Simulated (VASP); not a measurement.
**C: single point with PBE**

The system is C.

```
C
1.0
     0.00000    1.78337    1.78337
     1.78337    0.00000    1.78337
     1.78337    1.78337    0.00000
C
2
Direct
  0.00000 0.00000 0.00000
  0.25000 0.25000 0.25000
```

```
Program             : VASP 6.6.1
Task                : single point
Functional          : PBE
Potentials or basis : VASP PAW PBE potentials, release 64 (C)
Cutoff              : 520 eV
k mesh              : 12 × 12 × 12
Occupations         : gaussian, width 0.01 eV
Spin                : no spin polarisation
```

- Pressure: 2.5 GPa
- Band gap on the k mesh: 4.15 eV, indirect (least direct gap 5.59 eV)

Levels at points of the mesh, in eV from the valence-band top:
| k point | band 1 | band 2 | band 3 | band 4 | band 5 | band 6 | band 7 | band 8 | band 9 |
| --- | --- | --- | --- | --- | --- | --- | --- | --- | --- |
| (0.00, 0.00, 0.00) | -21.48 | 0.00 | 0.00 | 0.00 | 5.59 | 5.59 | 5.59 | 13.33 | 19.29 |
| (0.50, 0.00, 0.00) | -15.70 | -13.37 | -2.80 | -2.80 | 8.46 | 8.46 | 8.85 | 15.70 | 21.90 |
| (0.50, 0.50, 0.00) | -12.76 | -12.76 | -6.30 | -6.30 | 4.76 | 4.76 | 16.81 | 16.81 | 23.24 |

Run time: 6.3 s on 1 thread of Intel Xeon 6975P-C, on a shared host, peak memory 0.12 GiB.

A k mesh can miss the band edges. A hybrid or GW would open this gap; PBE tends to underestimate it.
